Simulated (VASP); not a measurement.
Set up this calculation in VASP 6.6.1, as the native input.

```
Task                   : single point
Functional             : PBEsol
Potentials or basis    : VASP PAW PBE potentials, release 64 (V_sv)
Cutoff                 : 520 eV
k mesh                 : 8 × 8 × 8
Occupations            : gaussian, width 0.1 eV
Spin                   : collinear spin, ferromagnetic start
Starting moments       : [2.0] μB
Dipole correction      : no
Further INCAR settings : ALGO = Normal; EDIFF = 1e-06; NBANDS = 16
```

The structure of V lies in POSCAR:

```
V
1.0
   -1.5023851000      1.5023851000      1.5023851000
    1.5023851000     -1.5023851000      1.5023851000
    1.5023851000      1.5023851000     -1.5023851000
V
1
Direct
    0.0000000000      0.0000000000      0.0000000000
```

One way to write it, as run:

INCAR

```
SYSTEM = V
  ALGO = Normal
  EDIFF = 1E-6
  ENCUT = 520
  GGA = PS
  ISIF = 2
  ISMEAR = 0
  ISPIN = 2
  LASPH = .TRUE.
  LCHARG = .FALSE.
  LMAXMIX = 4
  LORBIT = 11
  LREAL = .FALSE.
  LWAVE = .FALSE.
  MAGMOM = 2
  NBANDS = 16
  NELM = 150
  PREC = Accurate
  SIGMA = 0.1
```

KPOINTS

```
k-points
0
G
  8 8 8
  0 0 0
```

Potentials or basis: VASP PAW PBE potentials, release 64 (V_sv).

Run with:

```bash
$ cat potpaw_PBE.64/V_sv/POTCAR > POTCAR
$ mpirun -np 1 vasp_std > vasp.out
```

Results of the run:

```yaml
Pressure: -9.4 GPa
Net_moment: 0.00 μB per cell
Valence_electrons_inside_the_program's_atomic_spheres: V 11.65
```

Caveat: the k points lie up to 0.37 Å⁻¹ apart; the PAW data sets were made with another functional, which shifts forces and pressure a little.

Run time: 14 s on 1 thread of Intel Xeon 8259CL, on a shared host, peak memory 0.13 GiB.
